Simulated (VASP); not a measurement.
# FePb (Pm-3m) in VASP: notebook, part 2 of 2

VASP 6.6.1. The steps go on from the part before.

## 4. Single point, r2SCAN

This run uses another cell than the first one, of 19.63 Å³/atom.

POSCAR

```
FePb
1.0
    3.3986417989      0.0000000000      0.0000000000
    0.0000000000      3.3986417989      0.0000000000
    0.0000000000      0.0000000000      3.3986417989
Fe Pb
1 1
Direct
    0.0000000000      0.0000000000      0.0000000000
    0.5000000000      0.5000000000      0.5000000000
```

INCAR.step1

```
PREC = Accurate
ENCUT = 520
ISMEAR = 0
SIGMA = 0.1
LREAL = F
LASPH = T
NELM = 100
NBANDS = 18
GGA = PE
ALGO = Normal
EDIFF = 1E-4
LWAVE = T
LCHARG = F
```

INCAR.step2

```
PREC = Accurate
ENCUT = 520
EDIFF = 1E-7
ISMEAR = 0
SIGMA = 0.1
LREAL = F
LASPH = T
NELM = 100
ALGO = Normal
ISIF = 2
LWAVE = F
LCHARG = F
METAGGA = R2SCAN
LMIXTAU = T
NBANDS = 18
ISTART = 1
```

KPOINTS

```
Automatic mesh
0
Gamma
  12 12 12
```

Started as:

```console
$ cat potpaw_PBE.64/Fe/POTCAR potpaw_PBE.64/Pb_d/POTCAR > POTCAR
$ cp INCAR.step1 INCAR
$ mpirun -np 1 vasp_std > vasp.out
$ cp INCAR.step2 INCAR
$ mpirun -np 1 vasp_std > vasp.out
```

Run time: 2.8 min. Hardware: 1 thread of Intel Xeon Platinum 8488C (Sapphire Rapids), shared host; peak memory 0.21 GiB.

Results (log left out):

| Property | Result |
| --- | --- |
| Free energy | -68.0758 eV |
| Pressure | -13.1 GPa |
| Band gap on the k mesh | zero (bands 11 and 12 overlap by 0.52 eV) |

Levels at points of the mesh, in eV from the Fermi level:
| k point | band 7 | band 8 | band 9 | band 10 | band 11 | band 12 | band 13 | band 14 | band 15 | band 16 |
| --- | --- | --- | --- | --- | --- | --- | --- | --- | --- | --- |
| (0.00, 0.00, 0.00) | -1.19 | -1.19 | -0.36 | -0.36 | -0.36 | 2.76 | 2.76 | 2.76 | 5.31 | 9.05 |
| (0.50, 0.00, 0.00) | -6.00 | -1.17 | -1.17 | -1.15 | -0.41 | 0.32 | 6.84 | 6.84 | 7.98 | 9.67 |
| (0.50, 0.50, 0.00) | -3.35 | -3.35 | -1.35 | -0.63 | -0.63 | 0.23 | 0.33 | 1.95 | 7.63 | 10.53 |
| (0.50, 0.50, 0.50) | -3.19 | -3.19 | -3.19 | 0.25 | 0.25 | 2.74 | 2.74 | 2.74 | 3.08 | 3.08 |

Caveat: the cell stands under tension; the PAW data sets were made with another functional, which shifts forces and pressure a little; spin-orbit coupling is left out, which moves the levels of the heavy elements; the run has no spin polarisation, though such a crystal can be magnetic. Spin polarisation is off, so any magnetic state and its effect on volume and gap are missing.

## 5. Relaxation of cell and atoms, PBE

This run uses another cell than the first one, of 19.63 Å³/atom.

INCAR

```
PREC = Accurate
ENCUT = 600
EDIFF = 1E-6
ISMEAR = 0
SIGMA = 0.1
LREAL = False
LASPH = True
NELM = 100
ALGO = Fast
ISIF = 3
LWAVE = False
LCHARG = False
GGA = PE
IBRION = 2
NSW = 80
EDIFFG = -0.01
```

KPOINTS is that of step 4.

POSCAR is that of step 4.

Potentials or basis: VASP PAW PBE potentials, release 64 (Fe, Pb_d).

Started as:

```console
$ cat potpaw_PBE.64/Fe/POTCAR potpaw_PBE.64/Pb_d/POTCAR > POTCAR
$ mpirun -np 1 vasp_std > vasp.out
```

OUTCAR:

```text
PREC = Accurate
   ENCUT = 600
   EDIFF = 1E-6
   ISMEAR = 0
   LREAL = False
   LASPH = True
   NELM = 100
   ISIF = 3
   GGA = PE
   IBRION = 2
   NSW = 80
   EDIFFG = -0.01

 ion  position               nearest neighbor table
   1  0.000  0.000  0.000-   2 2.94   2 2.94   2 2.94   2 2.94   2 2.94   2 2.94   2 2.94   2 2.94

   2  0.500  0.500  0.500-   1 2.94   1 2.94   1 2.94   1 2.94   1 2.94   1 2.94   1 2.94   1 2.94

  LATTYP: Found a simple cubic cell.
 ALAT       =     3.3986417989

  Lattice vectors:

 A1 = (   3.3986417989,   0.0000000000,   0.0000000000)
 A2 = (   0.0000000000,   3.3986417989,   0.0000000000)
 A3 = (   0.0000000000,   0.0000000000,   3.3986417989)

Analysis of symmetry for initial positions (statically):
=====================================================================
 Subroutine PRICEL returns:
 Original cell was already a primitive cell.

 Routine SETGRP: Setting up the symmetry group for a
 simple cubic supercell.

 Subroutine GETGRP returns: Found 48 space group operations
 (whereof 48 operations were pure point group operations)
 out of a pool of 48 trial point group operations.

The static configuration has the point symmetry O_h .

[... 171 lines left out ...]
  Total       -2.4315866     -2.4315866     -2.4315866     -0.0000000      0.0000000      0.0000000
  in kB      -99.2394006    -99.2394006    -99.2394006     -0.0000000      0.0000000      0.0000000
  external PRESSURE =     -99.2394006 kB  Pullay stress =       0.0000000 kB
[... 59 lines left out ...]
--------------------------------------- Ionic step        3  -------------------------------------------

 number of electron      22.0000000 magnetization

 Free energy of the ion-electron system (eV)
  ---------------------------------------------------
  ext. energy  EPLUGINS =         0.00000000
  ---------------------------------------------------
  free energy    TOTEN  =       -10.11031452 eV

  energy without entropy =      -10.10530786  energy(sigma->0) =      -10.10781119

 E-fermi :   8.8765     XC(G=0): -12.0968

 val. band max:        8.8748873998   @ k =   0.3333   0.3333   0.3333
 cond. band min:       8.9108410584   @ k =   0.5000   0.4167   0.4167
 fundamental gap:      0.0359536586
 Fermi energy:         8.8764930444

 k-point     1 :       0.0000    0.0000    0.0000
  band No.  band energies     occupation
      1      -8.3921      2.00000
      2      -8.3921      2.00000
      3      -7.8615      2.00000
      4      -7.8615      2.00000
      5      -7.8615      2.00000
      6      -3.6621      2.00000
      7       7.3571      2.00000
      8       7.3571      2.00000
      9       8.6181      1.99974
     10       8.6181      1.99974
     11       8.6181      1.99974
     12      11.7526      0.00000
     13      11.7526      0.00000
     14      11.7526      0.00000
[... 401 lines left out ...]
      2      -8.1952      2.00000
      3      -8.0057      2.00000
      4      -7.9731      2.00000
      5      -7.7648      2.00000
      6      -0.0115      2.00000
      7       4.6445      2.00000
      8       6.1792      2.00000
      9       7.6553      2.00000
     10       8.1390      2.00000
     11       8.3684      2.00000
     12       9.0788      0.00423
     13      10.0534      0.00000
     14      12.6905      0.00000
     15      16.6742      0.00000

 [... further k-points ...]
[... 5 lines left out ...]
  --------------------------------------------------------------------------------------
  -------------------------------------------------------------------------------------
  Total        0.0040300      0.0040300      0.0040300     -0.0000000     -0.0000000     -0.0000000
  in kB        0.1861817      0.1861817      0.1861817     -0.0000000     -0.0000000     -0.0000000
  external PRESSURE =       0.1861817 kB  Pullay stress =       0.0000000 kB
[... 17 lines left out ...]
  FREE ENERGIE OF THE ION-ELECTRON SYSTEM (eV)
  ---------------------------------------------------
  free  energy   TOTEN  =       -10.1103145239 eV

  energy  without entropy=      -10.1053078580  energy(sigma->0) =      -10.10781119

 reached required accuracy - stopping structural energy minimisation
```

OSZICAR:

```text
N       E                     dE             d eps       ncg     rms          rms(c)
DAV:   1     0.193681092181E+03    0.19368E+03   -0.12281E+04  2520   0.206E+03
DAV:   2    -0.685090088428E+00   -0.19437E+03   -0.19102E+03  2520   0.406E+02
DAV:   3    -0.106019908963E+02   -0.99169E+01   -0.98426E+01  3318   0.115E+02
[... 35 lines left out ...]
RMM:   6    -0.101101714776E+02   -0.20892E-03   -0.91234E-03  3200   0.112E+00    0.864E-02
RMM:   7    -0.101103046634E+02   -0.13319E-03   -0.16978E-03  3039   0.488E-01    0.673E-02
RMM:   8    -0.101103065881E+02   -0.19247E-05   -0.39199E-04  2895   0.259E-01    0.123E-02
RMM:   9    -0.101103128231E+02   -0.62351E-05   -0.12444E-04  3426   0.106E-01    0.484E-03
RMM:  10    -0.101103150778E+02   -0.22547E-05   -0.12580E-05  2684   0.409E-02    0.365E-03
RMM:  11    -0.101103145239E+02    0.55396E-06   -0.37790E-06  1917   0.249E-02
   3 F= -.10110315E+02 E0= -.10107811E+02  d E =-.162501E+00
```

Run time: 2.1 min. Hardware: 1 thread of Intel Xeon Platinum 8488C (Sapphire Rapids), shared host; peak memory 0.22 GiB.

What came out:

```yaml
Free_energy: -10.1103 eV
Relaxed_volume: 17.34 Å³/atom
Relaxed_cell: a = 3.261 Å, b = 3.261 Å, c = 3.261 Å, α = 90.00°, β = 90.00°, γ = 90.00°
Space_group_after_relaxing_to_0.1_Å: Pm-3m (No. 221)
Energy_gained_by_relaxing: 81.3 meV/atom
Ionic_steps: 3
Pressure_after_relaxing: 0.0 GPa
Band_gap_on_the_k_mesh: zero (bands 11 and 12 overlap by 0.22 eV)
```

The path:
| step | energy change (eV) | largest force (eV/Å) | pressure (GPa) | volume (Å³) |
| --- | --- | --- | --- | --- |
| 1 | 0.0000 | 0.0000 | -9.92 | 39.26 |
| 2 | -0.1206 | 0.0000 | 7.34 | 32.75 |
| 3 | -0.1625 | 0.0000 | 0.02 | 34.68 |

Final structure:
```
CELL_PARAMETERS angstrom
3.26106 0.00000 0.00000
0.00000 3.26106 0.00000
0.00000 0.00000 3.26106
ATOMIC_POSITIONS crystal
Fe 0.00000 0.00000 0.00000
Pb 0.50000 0.50000 0.50000
```

Levels at points of the mesh, in eV from the Fermi level:
```
           k point  band 7  band 8  band 9  band 10  band 11  band 12  band 13  band 14  band 15
(0.00, 0.00, 0.00)   -1.52   -1.52   -0.26    -0.26    -0.26     2.88     2.88     2.88     6.25
(0.50, 0.00, 0.00)   -6.40   -1.53   -1.24    -1.24    -0.34     0.22     7.54     7.54     8.68
(0.50, 0.50, 0.00)   -3.60   -3.60   -1.59    -0.56    -0.56     0.10     0.70     2.15     8.35
(0.50, 0.50, 0.50)   -3.51   -3.51   -3.51     0.13     0.13     3.14     3.20     3.20     3.20
```

Caveat: spin-orbit coupling is left out, which moves the levels of the heavy elements; the run has no spin polarisation, though such a crystal can be magnetic. Spin polarisation is off, so any magnetic state and its effect on volume and gap are missing.

## 6. Single point, PBE, collinear spin, ferromagnetic start

This run uses another cell than the first one, of 19.63 Å³/atom.

INCAR

```
  PREC = Accurate
  ENCUT = 520
  EDIFF = 1E-6
  ISMEAR = 0
  SIGMA = 0.1
  LREAL = F
  LASPH = T
  NELM = 150
  ALGO = Normal
  ISIF = 2
  LWAVE = F
  LCHARG = T
  ISPIN = 2
  MAGMOM = 3 0
  LORBIT = 11
  LMAXMIX = 4
  GGA = PE
  LELF = T
  LVHAR = T
  NBANDS = 22
```

KPOINTS

```
regular mesh
0
Gamma
  12 12 12
```

POSCAR is that of step 5.

Potentials or basis: VASP PAW PBE potentials, release 64 (Fe, Pb_d).

Started as:

```console
$ cat potpaw_PBE.64/Fe/POTCAR potpaw_PBE.64/Pb_d/POTCAR > POTCAR
$ mpirun -np 1 vasp_std > vasp.out
```

Wall time 2 min (1 thread of Intel Xeon Platinum 8488C (Sapphire Rapids), shared host); peak memory 0.25 GiB.

It converged, with:

```yaml
Free_energy: -10.4363 eV
Pressure: -0.2 GPa
Net_moment: 2.56 μB per cell
Site_moments: Fe +2.67; Pb -0.06 μB
Valence_electrons_inside_the_program's_atomic_spheres: Fe 6.83; Pb 12.08
```

Levels at points of the mesh, in eV from the Fermi level:
Spin up:
| k point | band 8 | band 9 | band 10 | band 11 | band 12 | band 13 | band 14 | band 15 | band 16 | band 17 |
| --- | --- | --- | --- | --- | --- | --- | --- | --- | --- | --- |
| (0.00, 0.00, 0.00) | -2.86 | -2.12 | -2.12 | -2.12 | 2.40 | 2.40 | 2.40 | 4.28 | 8.24 | 8.24 |
| (0.50, 0.00, 0.00) | -2.85 | -2.69 | -2.69 | -2.16 | -1.63 | 6.20 | 6.20 | 7.16 | 8.65 | 8.65 |
| (0.50, 0.50, 0.00) | -3.35 | -2.80 | -2.32 | -2.32 | -1.80 | -1.35 | 0.73 | 7.22 | 9.68 | 9.68 |
| (0.50, 0.50, 0.50) | -3.99 | -3.99 | -1.79 | -1.79 | 1.66 | 1.66 | 1.66 | 2.58 | 2.58 | 2.58 |
Spin down:
```tsv
k point	band 7	band 8	band 9	band 10	band 11	band 12	band 13	band 14
(0.00, 0.00, 0.00)	-0.83	-0.83	0.46	0.46	0.46	2.44	2.44	2.44
(0.50, 0.00, 0.00)	-5.91	-0.77	-0.52	-0.52	0.41	0.80	6.61	6.61
(0.50, 0.50, 0.00)	-3.40	-3.40	-1.15	0.15	0.15	0.74	1.08	2.00
(0.50, 0.50, 0.50)	-2.92	-2.92	-2.92	0.77	0.77	2.73	2.73	2.73
```

Caveat: spin-orbit coupling is left out, which moves the levels of the heavy elements.

## 7. Overview

| task | level | spin | cell | cutoff (eV) | gap on the mesh (eV) | pressure (GPa) |
| --- | --- | --- | --- | --- | --- | --- |
| single point | PBE | off | a = 3.261 Å, 2 atoms | 520 | none | -0.1 |
| single point | PBE | off | a = 3.399 Å, 2 atoms | 520 | none | -10.0 |
| single point | r2SCAN | off | a = 3.399 Å, 2 atoms | 520 | none | -13.1 |
| relaxation of cell and atoms | PBE | off | relaxed from a = 3.399 Å, 2 atoms | 600 | none | 0.0 |
| single point | PBE | collinear, ferromagnetic start | a = 3.399 Å, 2 atoms | 520 | none | -0.2 |

Alike in all rows: potentials or basis VASP PAW PBE potentials, release 64 (Fe, Pb_d); k mesh 12 × 12 × 12; smearing gaussian 0.1 eV.

Caveats: spin-orbit coupling is left out, which moves the levels of the heavy elements; the cell stands under tension (at least some runs); the PAW data sets were made with another functional, which shifts forces and pressure a little (at least some runs).

Total energies depend on the potentials used, so only differences within one code and one set of settings carry meaning.
